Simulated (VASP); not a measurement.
Wanted: the native input for a VASP 6.6.1 run.

- Task: relaxation of the atoms
- Functional: PBE
- Potentials or basis: VASP PAW PBE potentials, release 64 (Li_sv)
- Cutoff: 520 eV
- k mesh: 2 × 2 × 2
- Occupations: fermi-dirac, width 0.05 eV
- Spin: no spin polarisation
- Dipole correction: no
- Further INCAR settings: LREAL = Auto; ALGO = Normal; EDIFF = 1e-07; IBRION = 2; EDIFFG = -0.08; NSW = 45

The structure of Li (a cell with a defect) lies in POSCAR:

```
Li
1.0
    6.9800000000      0.0000000000      0.0000000000
    0.0000000000      6.9800000000      0.0000000000
    0.0000000000      0.0000000000      6.9800000000
Li
17
Direct
    0.0000000000      0.0000000000      0.0000000000
    0.5000000000      0.0000000000      0.0000000000
    0.0000000000      0.5000000000      0.0000000000
    0.0000000000      0.0000000000      0.5000000000
    0.2500000000      0.2500000000      0.2500000000
    0.5000000000      0.5000000000      0.0000000000
    0.5000000000      0.0000000000      0.5000000000
    0.7500000000      0.2500000000      0.2500000000
    0.0000000000      0.5000000000      0.5000000000
    0.2500000000      0.7500000000      0.2500000000
    0.2500000000      0.2500000000      0.7500000000
    0.5000000000      0.5000000000      0.5000000000
    0.7500000000      0.7500000000      0.2500000000
    0.7500000000      0.2500000000      0.7500000000
    0.2500000000      0.7500000000      0.7500000000
    0.7500000000      0.7500000000      0.7500000000
    0.3781056000      0.2538656000     -0.0084310000
```

One way to write it, as run:

INCAR

```
SYSTEM = Li
  ALGO = Normal
  EDIFF = 1E-7
  EDIFFG = -0.08
  ENCUT = 520
  GGA = PE
  IBRION = 2
  ISIF = 2
  ISMEAR = -1
  LASPH = .TRUE.
  LCHARG = .FALSE.
  LREAL = Auto
  LWAVE = .FALSE.
  NELM = 100
  NSW = 45
  PREC = Accurate
  SIGMA = 0.05
```

KPOINTS

```
k-points
0
G
  2 2 2
  0 0 0
```

Potentials or basis: VASP PAW PBE potentials, release 64 (Li_sv).

Launch:

```console
$ cat potpaw_PBE.64/Li_sv/POTCAR > POTCAR
$ mpirun -np 1 vasp_std > vasp.out
```

Results of the run:

```
Energy gained by relaxing    : 90.6 meV/atom
Ionic steps                  : 12
Largest force after relaxing : 0.073 eV/Å
```

Caveat: the k points lie up to 0.45 Å⁻¹ apart; the relaxation stopped at a loose force limit of 0.08 eV/Å, so its end isn't a converged minimum.

Run time: 18 min on 1 thread of Intel(R) Xeon(R) Platinum 8559C (Emerald Rapids), with other jobs on the host, peak memory 0.41 GiB.
